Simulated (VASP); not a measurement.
Here is a VASP 6.6.1 calculation.

Contents of INCAR:

```
PREC = Accurate ; ENCUT = 600
EDIFF = 1E-7 ; ISMEAR = 0
SIGMA = 0.1 ; LREAL = F
LASPH = T ; NELM = 80
ALGO = Normal ; ISIF = 3
LWAVE = F ; LCHARG = F
IBRION = 2 ; NSW = 100
EDIFFG = -0.005
```

KPOINTS

```
regular mesh
0
Gamma
  14 14 14
```

File POSCAR:

```
HfOs
1.0
    3.2020290668      0.0000000000      0.0000000000
    0.0000000000      3.2020290668      0.0000000000
    0.0000000000      0.0000000000      3.2020290668
Hf Os
1 1
Direct
    0.0000000000      0.0000000000      0.0000000000
    0.5000000000      0.5000000000      0.5000000000
```

Potentials or basis: VASP PAW LDA potentials, release 64 (Hf_pv, Os).

The run is started by

```bash
$ cat potpaw_LDA.64/Hf_pv/POTCAR potpaw_LDA.64/Os/POTCAR > POTCAR
$ mpirun -np 1 vasp_std > vasp.out
```

**Question.** Predict the relaxed cell.

**Answer.** a = 3.199 Å, b = 3.199 Å, c = 3.199 Å, α = 90.00°, β = 90.00°, γ = 90.00°.

**Question.** Estimate the band gap on the k mesh.

**Answer.** Zero (bands 9 and 10 overlap by 1.49 eV).

**Question.** What does it give for the relaxed volume?

**Answer.** 16.37 Å³/atom.

Final structure:
```yaml
crystal:
  lattice:
    - [3.19941, 0.00000, 0.00000]
    - [0.00000, 3.19941, 0.00000]
    - [0.00000, 0.00000, 3.19941]
  atoms:
    - { symbol: Hf, position: [0.00000, 0.00000, 0.00000] }
    - { symbol: Os, position: [0.50000, 0.50000, 0.50000] }
```

Caveat: spin-orbit coupling is left out, which moves the levels of the heavy elements.
